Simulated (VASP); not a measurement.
The system is Ni.

```xyz
2
Lattice="2.4918 0.0000 0.0000 0.0000 2.4918 0.0000 0.0000 0.0000 3.5239" Properties=species:S:1:pos:R:3 pbc="T T T"
Ni    0.0000    0.0000    0.0000
Ni    1.2459    1.2459    1.7619
```

| Quantity | Value |
| --- | --- |
| Program | VASP 6.6.1 |
| Task | relaxation of cell and atoms |
| Functional | PBEsol |
| Potentials or basis | VASP PAW PBE potentials, release 64 (Ni) |
| Cutoff | 600 eV |
| k mesh | 13 × 13 × 9 |
| Occupations | fermi-dirac, width 0.05 eV |
| Spin | collinear spin, antiferromagnetic start |
| Starting moments | [0.8, -0.8] μB |

At the start: pressure -11.6 GPa; volume 10.94 Å³/atom.

Problem. How do energy, volume and symmetry change on relaxing?

Solution. Over 3 steps the energy falls by 23.6 meV/atom and the volume is 10.33 Å³/atom (-5.6 %); space group Fm-3m (No. 225, to 0.05 Å); moment 0.00 μB per cell.

The path:
| step | energy change (eV) | largest force (eV/Å) | pressure (GPa) | volume (Å³) |
| --- | --- | --- | --- | --- |
| 1 | 0.0000 | 0.0000 | -11.59 | 21.88 |
| 2 | 0.0077 | 0.0000 | 15.83 | 19.47 |
| 3 | -0.0471 | 0.0000 | -0.09 | 20.66 |

Final structure:
```
Ni
1.0
     2.44443    0.00000    0.00000
     0.00000    2.44443    0.00000
     0.00000    0.00000    3.45768
Ni
2
Direct
  0.00000 0.00000 0.00000
  0.50000 0.50000 0.50000
```

Caveat: the PAW data sets were made with another functional, which shifts forces and pressure a little.
